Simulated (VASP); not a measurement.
# B16N15 (a cell with a defect) (vacancy hop of N) in VASP: further runs, part 2 of 2

VASP 6.6.1.

## 3. Single point, PBE

INCAR

```
  PREC = Accurate
  ENCUT = 520
  EDIFF = 1E-6
  ISMEAR = -1
  SIGMA = 0.01
  LREAL = Auto
  LASPH = True
  NELM = 120
  ALGO = Normal
  ISIF = 2
  LWAVE = False
  LCHARG = False
  GGA = PE
  NELECT = 120.0
  NBANDS = 82
  GGA_COMPAT = False
```

KPOINTS

```
Automatic mesh
0
Gamma
  1 1 1
```

POSCAR

```
B16N15
1.0
   -3.6241103800      3.6241103800     -3.6241103800
    3.6241103800      3.6241103800      3.6241103800
    3.6241103800     -3.6241103800     -3.6241103800
B N
16 15
Direct
   -0.0003232574     -0.0001202733     -0.0581903491
   -0.0003311517      0.2526875593      0.7431758907
   -0.0003334567      0.4929214047      0.5028570209
   -0.0003219629      0.6915979074      0.2501254835
    0.2524072409     -0.0000638858      0.7431267755
    0.3079623385      0.3082423923      0.5584287367
    0.2523796557      0.4928867655      0.2501149559
    0.2399651141      0.7471624310     -0.0025970180
    0.4926789745     -0.0000907272      0.5028381095
    0.4926869590      0.2526816158      0.2501083153
    0.5066756264      0.5068959718      0.0098336146
    0.5066623425      0.7596802697      0.7570959312
    0.6913811011     -0.0000684764      0.2501324830
    0.7469740572      0.2401790264     -0.0025909168
    0.7593753004      0.5068812093      0.7571246459
    0.7469436042      0.7471878852      0.4903881178
    0.4964866656      0.2500186633      0.5001978940
   -0.0003210260      0.2466078995     -0.0000072297
   -0.0003406843      0.4999242661      0.7501191666
   -0.0003186599      0.7497930995      0.4968318976
    0.2464182546     -0.0001076756     -0.0000272676
    0.2497893825      0.2500685957      0.7469917516
    0.2498206897      0.4968086623      0.5002689123
    0.2463820045      0.7497456695      0.2501096570
    0.4996743322     -0.0000455487      0.7501107959
    0.4996720520      0.4999410271      0.2501091566
    0.5028517089      0.7531920802      0.0033764977
    0.7495552681     -0.0000555072      0.4968812464
    0.7495418932      0.2466502847      0.2501207253
    0.7529671213      0.5030383030      0.0034160337
    0.7529325654      0.7531670758      0.7532420970
```

Potentials or basis: VASP PAW PBE potentials, release 64 (B, N).

Started as:

```bash
> cat potpaw_PBE.64/B/POTCAR potpaw_PBE.64/N/POTCAR > POTCAR
> mpirun -np 1 vasp_gam > vasp.out
```

OUTCAR:

```text
PREC = Accurate
   ENCUT = 520
   EDIFF = 1E-6
   ISMEAR = -1
   LREAL = Auto
   LASPH = True
   NELM = 120
   ISIF = 2
   GGA = PE
   NELECT = 120.0

 ion  position               nearest neighbor table
   1  1.000  1.000  0.942-  18 1.47  31 1.47  21 1.47
   2  1.000  0.253  0.743-  19 1.54  28 1.57  22 1.57  18 1.63
   3  1.000  0.493  0.503-  19 1.54  29 1.57  23 1.57  20 1.63
   4  1.000  0.692  0.250-  20 1.47  30 1.47  24 1.47
   5  0.252  1.000  0.743-  25 1.54  22 1.57  20 1.57  21 1.63
   6  0.308  0.308  0.558-  23 1.47  22 1.47  17 1.47
   7  0.252  0.493  0.250-  26 1.54  18 1.57  23 1.57  24 1.63
   8  0.240  0.747  0.997-  19 1.54  24 1.57  21 1.57  27 1.63
   9  0.493  1.000  0.503-  25 1.54  17 1.57  24 1.57  28 1.63
  10  0.493  0.253  0.250-  26 1.54  17 1.57  21 1.57  29 1.63
  11  0.507  0.507  0.010-  26 1.54  30 1.57  27 1.57  22 1.63
  12  0.507  0.760  0.757-  25 1.54  27 1.57  31 1.57  23 1.63
  13  0.691  1.000  0.250-  29 1.47  28 1.47  27 1.47
  14  0.747  0.240  0.997-  25 1.54  29 1.57  18 1.57  30 1.63
  15  0.759  0.507  0.757-  19 1.54  30 1.57  31 1.57  17 1.63
  16  0.747  0.747  0.490-  26 1.54  20 1.57  28 1.57  31 1.63
  17  0.496  0.250  0.500-   6 1.47  10 1.57   9 1.57  15 1.63
  18  1.000  0.247  1.000-   1 1.47   7 1.57  14 1.57   2 1.63
  19  1.000  0.500  0.750-   2 1.54   3 1.54  15 1.54   8 1.54
[... 10 lines left out ...]
  30  0.753  0.503  0.003-   4 1.47  15 1.57  11 1.57  14 1.63
  31  0.753  0.753  0.753-   1 1.47  12 1.57  15 1.57  16 1.63

  LATTYP: Found a body centered cubic cell.
 ALAT       =     7.2482207600

  Lattice vectors:

 A1 = (  -3.6241103800,   3.6241103800,  -3.6241103800)
 A2 = (   3.6241103800,   3.6241103800,   3.6241103800)
 A3 = (   3.6241103800,  -3.6241103800,  -3.6241103800)

Analysis of symmetry for initial positions (statically):
=====================================================================
 Subroutine PRICEL returns:
 Original cell was already a primitive cell.

 Routine SETGRP: Setting up the symmetry group for a
 body centered cubic supercell.

 Subroutine GETGRP returns: Found  1 space group operations
 (whereof  1 operations were pure point group operations)
 out of a pool of 48 trial point group operations.

The static configuration has the point symmetry C_1 .

Analysis of symmetry for dynamics (positions and initial velocities):
=====================================================================
 Subroutine PRICEL returns:
 Original cell was already a primitive cell.

 Routine SETGRP: Setting up the symmetry group for a
 body centered cubic supercell.

 Subroutine GETGRP returns: Found  1 space group operations
 (whereof  1 operations were pure point group operations)
 out of a pool of 48 trial point group operations.

The dynamic configuration has the point symmetry C_1 .

 Subroutine INISYM returns: Found  1 space group operations
 (whereof  1 operations are pure point group operations),
 and found     1 'primitive' translations

----------------------------------------------------------------------------------------

                                     Primitive cell

  volume of cell :     190.3988

[... 97 lines left out ...]
 ===========================================

 Found      1 irreducible k-points:

 Following reciprocal coordinates:
            Coordinates               Weight
  0.000000  0.000000  0.000000      1.000000
   k-points           NKPTS =      1   k-points in BZ     NKDIM =      1   number of bands    NBANDS=     82
   number of dos      NEDOS =    301   number of ions     NIONS =     31
   total plane-waves  NPLWV = 110592
   dimension x,y,z NGX =    48 NGY =   48 NGZ =   48
   dimension x,y,z NGXF=    96 NGYF=   96 NGZF=   96
   ions per type =              16  15
   NGX,Y,Z   is equivalent  to a cutoff of  12.71, 12.71, 12.71 a.u.
   NGXF,Y,Z  is equivalent  to a cutoff of  25.42, 25.42, 25.42 a.u.
 SYSTEM =  unknown system
   PREC   = accura    normal or accurate (medium, high low for compatibility)
   ISTART =      0    job   : 0-new  1-cont  2-samecut
   ICHARG =      2    charge: 1-file 2-atom 10-const
   ISPIN  =      1    spin polarized calculation?
   LNONCOLLINEAR =      F non collinear calculations
   LSORBIT =      F    spin-orbit coupling
   LASPH  =      T    aspherical Exc in radial PAW
   ENCUT  =  520.0 eV  38.22 Ry    6.18 a.u.  11.67 11.67 11.67*2*pi/ulx,y,z
   NELM   =    120;   NELMIN=  2; NELMDL= -5     # of ELM steps
   EDIFF  = 0.1E-05   stopping-criterion for ELM
   LREAL  =      T    real-space projection
   EDIFFG = 0.1E-04   stopping-criterion for IOM
   NSW    =      0    number of steps for IOM
   IBRION =     -1    ionic relax: 0-MD 1-quasi-New 2-CG
   NFREE  =      0    steps in history (QN), initial steepest desc. (CG)
   ISIF   =      2    stress and relaxation
   ISYM   =      2    0-nonsym 1-usesym 2-fastsym
   POTIM  = 0.5000    time-step for ionic-motion
   TEBEG  =    0.0;   TEEND  =   0.0 temperature during run
   PSTRESS=    0.0 pullay stress
   NELECT =     120.0000    total number of electrons
   NUPDOWN=      -1.0000    fix difference up-down
   EMIN   =  10.00;   EMAX   =-10.00  energy-range for DOS
   EFERMI =   0.00;   METHOD = LEGACY
   ISMEAR =    -1;   SIGMA  =   0.01  broadening in eV -4-tet -1-fermi 0-gaus
   EFERMI_NEDOS =   21; number of points for ismear=-14 and -15
   IALGO  =     38    algorithm
   IMIX   =      4    mixing-type and parameters
     AMIX     =   0.40;   BMIX     =  1.00
     AMIX_MAG =   1.60;   BMIX_MAG =  1.00
  volume/ion in A,a.u.               =       6.14        41.45
  Fermi-wavevector in a.u.,A,eV,Ry     =   1.403612  2.652443 26.805212  1.970127
  Thomas-Fermi vector in A             =   2.526257
   LORBIT       =      0    0 simple, 1 ext, 2 COOP (PROOUT), +10 PAW based schemes
   GGA     = PE    functional components
   LHFCALC =     F    Hartree Fock is set to
   AEXX    =    0.0000 exact exchange contribution
   IVDW    =     0    specifies the selected vdW correction
   LEPSILON=     F    determine dielectric tensor
   LRPA    =     F    only Hartree local field effects (RPA)
 non-spin polarized calculation
  energy-cutoff  :      520.00
  volume of cell :      190.40
 maximum number of plane-waves:      2545
 NGX is ok and might be reduce to    48
   NGX = 23   NGY = 23   NGZ = 23

 number of electron     120.0000020 magnetization

 Free energy of the ion-electron system (eV)
  ---------------------------------------------------
  ext. energy  EPLUGINS =         0.00000000
  ---------------------------------------------------
  free energy    TOTEN  =      -287.65089710 eV

  energy without entropy =     -287.65089710  energy(sigma->0) =     -287.65089710

 E-fermi :   6.5789     XC(G=0): -12.3225

 val. band max:        6.2424891309   @ k =   0.0000   0.0000   0.0000
 cond. band min:       7.8666476529   @ k =   0.0000   0.0000   0.0000
 fundamental gap:      1.6241585220
 Fermi energy:         6.5789473012

 k-point     1 :       0.0000    0.0000    0.0000
  band No.  band energies     occupation
      1     -13.0424      2.00000
      2      -9.8404      2.00000
      3      -9.8399      2.00000
      4      -9.8397      2.00000
      5      -9.6201      2.00000
      6      -9.6199      2.00000
[... 64 lines left out ...]
     71      16.3465      0.00000
     72      16.3466      0.00000
 [bands above 72 left out]

------------------------ aborting loop because EDIFF is reached ----------------------------------------

  FORCE on cell =-STRESS in cart. coord.  units (eV):
  Direction    XX          YY          ZZ          XY          YZ          ZX
  --------------------------------------------------------------------------------------
  -------------------------------------------------------------------------------------
  Total      -22.8973698    -22.9076842    -22.9113111      0.0012000      0.0047389      0.0004350
  in kB     -192.6779159   -192.7647094   -192.7952297      0.0100978      0.0398768      0.0036608
  external PRESSURE =    -192.7459517 kB  Pullay stress =       0.0000000 kB

 VOLUME and BASIS-vectors are now :
 -----------------------------------------------------------------------------
  energy-cutoff  :      520.00
  volume of cell :      190.40
      direct lattice vectors                 reciprocal lattice vectors
    -3.624110380  3.624110380 -3.624110380     0.000000000  0.137964893 -0.137964893
     3.624110380  3.624110380  3.624110380     0.137964893  0.137964893  0.000000000
     3.624110380 -3.624110380 -3.624110380     0.137964893  0.000000000 -0.137964893

 POSITION                                       TOTAL-FORCE (eV/Angst)
 -----------------------------------------------------------------------------------
      3.41396      3.83339     -3.41249         0.003495     -0.005058     -0.005617
     -0.01379      1.84533     -5.40049        -0.007935     -0.007286     -0.007415
     -0.01409      3.58689     -3.65891        -0.001045      0.009558      0.007977
     -0.21003      5.22289     -2.02300         0.005583      0.006905      0.007078
      5.40230      1.84546      0.01595         0.006041     -0.008076      0.000188
      2.02482      0.20939     -2.02279        -0.008753     -0.005891      0.002213
[... 23 lines left out ...]
     -0.89339      4.53952     -0.91815        -0.011256     -0.009464      0.016253
      2.73068      2.72844     -2.72898        -0.007627     -0.010342      0.008806
 -----------------------------------------------------------------------------------
    total drift:                               -0.004062      0.003266     -0.003045

  FREE ENERGIE OF THE ION-ELECTRON SYSTEM (eV)
  ---------------------------------------------------
  free  energy   TOTEN  =      -287.6508971043 eV

  energy  without entropy=     -287.6508971043  energy(sigma->0) =     -287.65089710
```

It took 27 s on 1 thread of Intel Xeon Platinum 8488C (Sapphire Rapids), shared host; peak memory 0.31 GiB.

What came out:

- Free energy: -287.6509 eV
- Largest force: 0.022 eV/Å

Forces in eV/Å, atoms in the order of the input:
```
B    0.003 -0.005 -0.006
B   -0.008 -0.007 -0.007
B   -0.001  0.010  0.008
B    0.006  0.007  0.007
B    0.006 -0.008  0.000
B   -0.009 -0.006  0.002
B    0.008  0.004  0.006
B    0.002  0.009 -0.004
B   -0.007  0.007  0.004
B   -0.010 -0.006 -0.008
B   -0.005  0.003  0.009
B   -0.010 -0.010 -0.005
B   -0.007  0.004 -0.006
B    0.009  0.006  0.004
B    0.000 -0.003  0.010
B    0.009  0.002 -0.008
N   -0.006  0.008 -0.011
N    0.013  0.010  0.010
N    0.000 -0.002 -0.003
N    0.015 -0.012 -0.010
N   -0.005  0.010 -0.009
N    0.007 -0.009 -0.011
N    0.009  0.007  0.012
N   -0.009  0.016 -0.010
N   -0.001 -0.002 -0.004
N   -0.001 -0.003 -0.002
N   -0.006 -0.011  0.008
N    0.006 -0.010 -0.008
N    0.010  0.011  0.008
N   -0.011 -0.009  0.016
N   -0.008 -0.010  0.009
```

Levels at points of the mesh, in eV from the Fermi level:
```
           k point  band 58  band 59  band 60  band 61  band 62  band 63
(0.00, 0.00, 0.00)    -0.34    -0.34    -0.34     1.29     5.54     5.54
```

Caveat: the k points lie up to 1.23 Å⁻¹ apart; the cell carries a net charge on a neutralising background, which shifts energy and pressure; the cell is charged against a uniform background, so pressure and absolute levels hang on convention.
